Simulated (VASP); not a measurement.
# Mo7AsS16 (a cell with a defect) in VASP: electric field gradients with PBE

Aim: the electric field gradients of Mo7AsS16 (a cell with a defect) with PBE.

Everything below comes from runs of VASP 6.6.1. Logs are shortened: lines on timing, memory, paths and dates and some standing lists are left out, and cuts for length are marked.

## (1) The cell of the first run

The cell holds a defect, 24 atoms: a = 6.338 Å, b = 6.338 Å, c = 12.324 Å, α = 90.00°, β = 90.00°, γ = 120.00°.

## (2) Electric field gradients, PBE

Input file INCAR:

```
SYSTEM = Mo7AsS16
PREC     = Accurate       ! precision mode
ENCUT    = 520            ! plane-wave cutoff, eV
EDIFF    = 1E-8           ! SCF threshold, eV
ISMEAR   = -1             ! smearing method
SIGMA    = 0.01           ! smearing width, eV
LREAL    = Auto         
LASPH    = .True.         ! aspherical terms in the spheres
NELM     = 100            ! most SCF steps
ALGO     = Normal         ! electronic algorithm
ISIF     = 2              ! what is computed and relaxed
LWAVE    = .False.        ! write WAVECAR
LCHARG   = .False.        ! write CHGCAR
GGA      = PE             ! functional
LEFG     = .True.       
NELECT   = 198.0        
NBANDS   = 118            ! bands
```

Input file KPOINTS:

```
Automatic mesh
0
Gamma
  4 4 2
  0 0 0
```

Input file POSCAR:

```
Mo7AsS16
1.0
    6.3380000000      0.0000000000      0.0000000000
   -3.1690000000      5.4888690092      0.0000000000
    0.0000000000      0.0000000000     12.3240000000
As Mo S
1 7 16
Direct
    0.1666666666      0.3333333334      0.2500000000
    0.1666666666      0.8333333334      0.2500000000
    0.6666666666      0.3333333334      0.2500000000
    0.6666666666      0.8333333334      0.2500000000
    0.3333333334      0.1666666666      0.7500000000
    0.3333333334      0.6666666666      0.7500000000
    0.8333333334      0.1666666666      0.7500000000
    0.8333333334      0.6666666666      0.7500000000
    0.1666666666      0.3333333334      0.6230000000
    0.1666666666      0.8333333334      0.6230000000
    0.6666666666      0.3333333334      0.6230000000
    0.6666666666      0.8333333334      0.6230000000
    0.3333333334      0.1666666666      0.1230000000
    0.3333333334      0.6666666666      0.1230000000
    0.8333333334      0.1666666666      0.1230000000
    0.8333333334      0.6666666666      0.1230000000
    0.1666666666      0.3333333334      0.8770000000
    0.1666666666      0.8333333334      0.8770000000
    0.6666666666      0.3333333334      0.8770000000
    0.6666666666      0.8333333334      0.8770000000
    0.3333333334      0.1666666666      0.3770000000
    0.3333333334      0.6666666666      0.3770000000
    0.8333333334      0.1666666666      0.3770000000
    0.8333333334      0.6666666666      0.3770000000
```

Potentials or basis: VASP PAW PBE potentials, release 64 (As, Mo_sv, S).

On the command line:

```console
$ cat potpaw_PBE.64/As/POTCAR potpaw_PBE.64/Mo_sv/POTCAR potpaw_PBE.64/S/POTCAR > POTCAR
$ mpirun -np 1 vasp_std > vasp.out
```

OUTCAR:

```text
SYSTEM = Mo7AsS16
   PREC = Accurate
   ENCUT = 520
   EDIFF = 1E-8
   ISMEAR = -1
   LREAL = Auto
   LASPH = .True.
   NELM = 100
   ISIF = 2
   GGA = PE
   NELECT = 198.0

 ion  position               nearest neighbor table
   1  0.167  0.333  0.250-  15 2.41  23 2.41  22 2.41  14 2.41  13 2.41  21 2.41   3 3.17   3 3.17
                             4 3.17   2 3.17   2 3.17   4 3.17
   2  0.167  0.833  0.250-  16 2.41  24 2.41  21 2.41  13 2.41  22 2.41  14 2.41   4 3.17   4 3.17
                             1 3.17   1 3.17   3 3.17   3 3.17
   3  0.667  0.333  0.250-  13 2.41  21 2.41  16 2.41  24 2.41  23 2.41  15 2.41   1 3.17   1 3.17
                             4 3.17   4 3.17   2 3.17   2 3.17
   4  0.667  0.833  0.250-  14 2.41  22 2.41  15 2.41  23 2.41  16 2.41  24 2.41   2 3.17   2 3.17
                             3 3.17   3 3.17   1 3.17   1 3.17
   5  0.333  0.167  0.750-  11 2.41  19 2.41  18 2.41  10 2.41   9 2.41  17 2.41   7 3.17   7 3.17
                             8 3.17   6 3.17   6 3.17   8 3.17
   6  0.333  0.667  0.750-  12 2.41  20 2.41  17 2.41   9 2.41  18 2.41  10 2.41   8 3.17   8 3.17
                             5 3.17   5 3.17   7 3.17   7 3.17
   7  0.833  0.167  0.750-   9 2.41  17 2.41  12 2.41  20 2.41  19 2.41  11 2.41   5 3.17   5 3.17
                             8 3.17   8 3.17   6 3.17   6 3.17
   8  0.833  0.667  0.750-  10 2.41  18 2.41  11 2.41  19 2.41  12 2.41  20 2.41   6 3.17   6 3.17
                             7 3.17   7 3.17   5 3.17   5 3.17
   9  0.167  0.333  0.623-   7 2.41   6 2.41   5 2.41
  10  0.167  0.833  0.623-   8 2.41   5 2.41   6 2.41
  11  0.667  0.333  0.623-   5 2.41   8 2.41   7 2.41
  12  0.667  0.833  0.623-   6 2.41   7 2.41   8 2.41
  13  0.333  0.167  0.123-   3 2.41   2 2.41   1 2.41
  14  0.333  0.667  0.123-   4 2.41   1 2.41   2 2.41
[... 8 lines left out ...]
  23  0.833  0.167  0.377-   1 2.41   4 2.41   3 2.41
  24  0.833  0.667  0.377-   2 2.41   3 2.41   4 2.41

  LATTYP: Found a hexagonal cell.
 ALAT       =     6.3380000000
 C/A-ratio  =     1.9444619754

  Lattice vectors:

 A1 = (   6.3380000000,   0.0000000000,   0.0000000000)
 A2 = (  -3.1690000000,   5.4888690092,   0.0000000000)
 A3 = (   0.0000000000,   0.0000000000,  12.3240000000)

Analysis of symmetry for initial positions (statically):
=====================================================================
 Subroutine PRICEL returns:
 Original cell was already a primitive cell.

 Routine SETGRP: Setting up the symmetry group for a
 hexagonal supercell.

 Subroutine GETGRP returns: Found 12 space group operations
 (whereof  2 operations were pure point group operations)
 out of a pool of 24 trial point group operations.

The static configuration has the point symmetry C_1h.
 The point group associated with its full space group is D_3h.

Analysis of symmetry for dynamics (positions and initial velocities):
=====================================================================
 Subroutine PRICEL returns:
 Original cell was already a primitive cell.

 Routine SETGRP: Setting up the symmetry group for a
 hexagonal supercell.

 Subroutine GETGRP returns: Found 12 space group operations
 (whereof  2 operations were pure point group operations)
 out of a pool of 24 trial point group operations.

The dynamic configuration has the point symmetry C_1h.
 The point group associated with its full space group is D_3h.

 Subroutine INISYM returns: Found 12 space group operations
 (whereof  2 operations are pure point group operations),
 and found     1 'primitive' translations

----------------------------------------------------------------------------------------

                                     Primitive cell

  volume of cell :     428.7329

  direct lattice vectors                    reciprocal lattice vectors
     6.338000000  0.000000000  0.000000000     0.157778479  0.091093447  0.000000000
    -3.169000000  5.488869009  0.000000000     0.000000000  0.182186895  0.000000000
     0.000000000  0.000000000 12.324000000     0.000000000  0.000000000  0.081142486

  length of vectors
     6.338000000  6.338000000 12.324000000     0.182186895  0.182186895  0.081142486

  position of ions in fractional coordinates (direct lattice)
     0.166666667  0.333333333  0.250000000
[... 99 lines left out ...]
   ISPIN  =      1    spin polarized calculation?
   LNONCOLLINEAR =      F non collinear calculations
   LSORBIT =      F    spin-orbit coupling
   LASPH  =      T    aspherical Exc in radial PAW
   ENCUT  =  520.0 eV  38.22 Ry    6.18 a.u.  11.78 11.78 22.91*2*pi/ulx,y,z
   NELM   =    100;   NELMIN=  2; NELMDL= -5     # of ELM steps
   EDIFF  = 0.1E-07   stopping-criterion for ELM
   LREAL  =      T    real-space projection
   EDIFFG = 0.1E-06   stopping-criterion for IOM
   NSW    =      0    number of steps for IOM
   IBRION =     -1    ionic relax: 0-MD 1-quasi-New 2-CG
   NFREE  =      0    steps in history (QN), initial steepest desc. (CG)
   ISIF   =      2    stress and relaxation
   ISYM   =      2    0-nonsym 1-usesym 2-fastsym
   POTIM  = 0.5000    time-step for ionic-motion
   TEBEG  =    0.0;   TEEND  =   0.0 temperature during run
   PSTRESS=    0.0 pullay stress
   NELECT =     198.0000    total number of electrons
   NUPDOWN=      -1.0000    fix difference up-down
   EMIN   =  10.00;   EMAX   =-10.00  energy-range for DOS
   EFERMI =   0.00;   METHOD = LEGACY
   ISMEAR =    -1;   SIGMA  =   0.01  broadening in eV -4-tet -1-fermi 0-gaus
   EFERMI_NEDOS =   21; number of points for ismear=-14 and -15
   IALGO  =     38    algorithm
   IMIX   =      4    mixing-type and parameters
     AMIX     =   0.40;   BMIX     =  1.00
     AMIX_MAG =   1.60;   BMIX_MAG =  1.00
  volume/ion in A,a.u.               =      17.86       120.55
  Fermi-wavevector in a.u.,A,eV,Ry     =   1.265419  2.391295 21.786803  1.601285
  Thomas-Fermi vector in A             =   2.398673
   LORBIT       =      0    0 simple, 1 ext, 2 COOP (PROOUT), +10 PAW based schemes
   GGA     = PE    functional components
   LHFCALC =     F    Hartree Fock is set to
   AEXX    =    0.0000 exact exchange contribution
   IVDW    =     0    specifies the selected vdW correction
   LEPSILON=     F    determine dielectric tensor
   LRPA    =     F    only Hartree local field effects (RPA)
 non-spin polarized calculation
  energy-cutoff  :      520.00
  volume of cell :      428.73
 maximum number of plane-waves:     11595
 NGX is ok and might be reduce to    48
   NGX = 23   NGY = 23   NGZ = 45

 number of electron     197.9999991 magnetization

 Free energy of the ion-electron system (eV)
  ---------------------------------------------------
  ext. energy  EPLUGINS =         0.00000000
  ---------------------------------------------------
  free energy    TOTEN  =      -169.46173432 eV

  energy without entropy =     -169.45309650  energy(sigma->0) =     -169.45741541

 E-fermi :   6.7721     XC(G=0): -10.7247

 val. band max:        6.7641307134   @ k =   0.2500   0.2500   0.5000
 cond. band min:       6.7819835069   @ k =   0.5000   0.0000   0.0000
 fundamental gap:      0.0178527935
 Fermi energy:         6.7720818186

 k-point     1 :       0.0000    0.0000    0.0000
  band No.  band energies     occupation
      1     -54.3205      2.00000
      2     -54.2907      2.00000
      3     -54.2907      2.00000
      4     -54.1679      2.00000
      5     -54.1296      2.00000
      6     -54.1279      2.00000
[... 901 lines left out ...]
    110       9.2200      0.00000
    111       9.2437      0.00000
 [bands above 111 left out]

------------------------ aborting loop because EDIFF is reached ----------------------------------------

  FORCE on cell =-STRESS in cart. coord.  units (eV):
  Direction    XX          YY          ZZ          XY          YZ          ZX
  --------------------------------------------------------------------------------------
  -------------------------------------------------------------------------------------
  Total        4.1074113      4.1074113    -12.1394617     -0.0000000      0.0000000     -0.0000000
  in kB       15.3494206     15.3494206    -45.3652410     -0.0000000      0.0000000     -0.0000000
  external PRESSURE =      -4.8887999 kB  Pullay stress =       0.0000000 kB

 VOLUME and BASIS-vectors are now :
 -----------------------------------------------------------------------------
  energy-cutoff  :      520.00
  volume of cell :      428.73
      direct lattice vectors                 reciprocal lattice vectors
     6.338000000  0.000000000  0.000000000     0.157778479  0.091093447  0.000000000
    -3.169000000  5.488869009  0.000000000     0.000000000  0.182186895  0.000000000
     0.000000000  0.000000000 12.324000000     0.000000000  0.000000000  0.081142486

 POSITION                                       TOTAL-FORCE (eV/Angst)
 -----------------------------------------------------------------------------------
     -0.00000      1.82962      3.08100         0.000000     -0.000000      0.000000
     -1.58450      4.57406      3.08100         0.439730      0.253878      0.000000
      3.16900      1.82962      3.08100        -0.000000     -0.507757      0.000000
      1.58450      4.57406      3.08100        -0.439730      0.253878      0.000000
      1.58450      0.91481      9.24300        -0.018990      0.010964     -0.000000
      0.00000      3.65925      9.24300         0.000000     -0.021928      0.000000
[... 16 lines left out ...]
      4.75350      0.91481      4.64615        -0.490688     -0.283299     -0.247280
      3.16900      3.65925      4.64615         0.000000      0.000000     -0.135831
 -----------------------------------------------------------------------------------
    total drift:                               -0.000002      0.000001      0.000000

  FREE ENERGIE OF THE ION-ELECTRON SYSTEM (eV)
  ---------------------------------------------------
  free  energy   TOTEN  =      -169.4617343199 eV

  energy  without entropy=     -169.4530965008  energy(sigma->0) =     -169.45741541

 Electric field gradients (V/A^2)
---------------------------------------------------------------------
 ion       V_xx      V_yy      V_zz      V_xy      V_xz      V_yz
---------------------------------------------------------------------
   1      18.108    18.108   -36.216     0.000     0.000    -0.000
   2      56.879    47.612  -104.491     8.024    -0.000     0.000
   3      42.980    61.511  -104.491    -0.001    -0.000     0.000
   4      56.879    47.612  -104.491    -8.026    -0.000     0.000
   5      36.002    35.560   -71.561    -0.383     0.000    -0.000
   6      35.340    36.222   -71.561    -0.001     0.000    -0.000
[... 16 lines left out ...]
  23      17.483     8.924   -26.407     7.414   -25.495   -14.719
  24      29.777    29.778   -59.555     0.000    -0.000     0.000
---------------------------------------------------------------------

 Electric field gradients after diagonalization (V/A^2)
 (convention: |V_zz| > |V_xx| > |V_yy|)
----------------------------------------------------------------------
 ion       V_xx      V_yy      V_zz     asymmetry (V_yy - V_xx)/ V_zz
----------------------------------------------------------------------
   1      18.109    18.108   -36.216       0.000
   2      61.511    42.980  -104.491       0.177
   3      61.511    42.980  -104.491       0.177
   4      61.513    42.978  -104.491       0.177
   5      36.223    35.339   -71.561       0.012
   6      36.222    35.340   -71.561       0.012
[... 16 lines left out ...]
  23      35.714     4.643   -40.357       0.770
  24      29.778    29.777   -59.555       0.000
----------------------------------------------------------------------

           NMR quadrupolar parameters

 Cq : quadrupolar parameter    Cq=e*Q*V_zz/h
 eta: asymmetry parameters     (V_yy - V_xx)/ V_zz
 Q  : nuclear electric quadrupole moment in mb (millibarn)
----------------------------------------------------------------------
 ion       Cq(MHz)       eta       Q (mb)
----------------------------------------------------------------------
   1      -0.088       0.000       1.000
   2      -0.253       0.177       1.000
   3      -0.253       0.177       1.000
   4      -0.253       0.177       1.000
   5      -0.173       0.012       1.000
   6      -0.173       0.012       1.000
[... 16 lines left out ...]
  23      -0.098       0.770       1.000
  24      -0.144       0.000       1.000
----------------------------------------------------------------------
```

It took 12 min on 1 thread of AMD EPYC 9R45 (Zen 5), shared host; peak memory 0.61 GiB.

What came out:

```yaml
Free_energy: -169.4617 eV
Largest_force: 0.618 eV/Å
```

Forces on the atoms (eV/Å):
```
As   0.000  0.000  0.000
Mo   0.440  0.254  0.000
Mo   0.000 -0.508  0.000
Mo  -0.440  0.254  0.000
Mo  -0.019  0.011  0.000
Mo   0.000 -0.022  0.000
Mo   0.019  0.011  0.000
Mo   0.000  0.000  0.000
S    0.000  0.000  0.230
S    0.004  0.002  0.170
S    0.000 -0.004  0.170
S   -0.004  0.002  0.170
S    0.491 -0.283  0.247
S    0.000  0.567  0.247
S   -0.491 -0.283  0.247
S    0.000  0.000  0.136
S    0.000  0.000 -0.230
S    0.004  0.002 -0.170
S    0.000 -0.004 -0.170
S   -0.004  0.002 -0.170
S    0.491 -0.283 -0.247
S    0.000  0.567 -0.247
S   -0.491 -0.283 -0.247
S    0.000  0.000 -0.136
```

Electric field gradients, principal values (V/Å²):
| atom | least | middle | greatest (by size) |
| --- | --- | --- | --- |
| 1 As | 18.108 | 18.109 | -36.216 |
| 2 Mo | 42.980 | 61.511 | -104.491 |
| 3 Mo | 42.980 | 61.511 | -104.491 |
| 4 Mo | 42.978 | 61.513 | -104.491 |
| 5 Mo | 35.339 | 36.223 | -71.561 |
| 6 Mo | 35.340 | 36.222 | -71.561 |
| 7 Mo | 35.340 | 36.222 | -71.561 |
| 8 Mo | 34.830 | 34.832 | -69.662 |
| 9 S | 23.523 | 23.524 | -47.047 |
| 10 S | 22.513 | 22.781 | -45.294 |
| 11 S | 22.513 | 22.781 | -45.294 |
| 12 S | 22.514 | 22.780 | -45.294 |
| 13 S | 4.644 | 35.714 | -40.358 |
| 14 S | 4.643 | 35.714 | -40.357 |
| 15 S | 4.643 | 35.714 | -40.357 |
| 16 S | 29.777 | 29.778 | -59.555 |
| 17 S | 23.523 | 23.524 | -47.047 |
| 18 S | 22.513 | 22.781 | -45.294 |
| 19 S | 22.513 | 22.781 | -45.294 |
| 20 S | 22.514 | 22.780 | -45.294 |
| 21 S | 4.644 | 35.714 | -40.358 |
| 22 S | 4.643 | 35.714 | -40.357 |
| 23 S | 4.643 | 35.714 | -40.357 |
| 24 S | 29.777 | 29.778 | -59.555 |

Caveat: the cell carries a net charge on a neutralising background, which shifts energy and pressure; the cell is charged against a uniform background, so pressure and absolute levels hang on convention; without QUAD_EFG the Cq values of the log hold for a quadrupole moment of 1 mb, not for the nuclei.
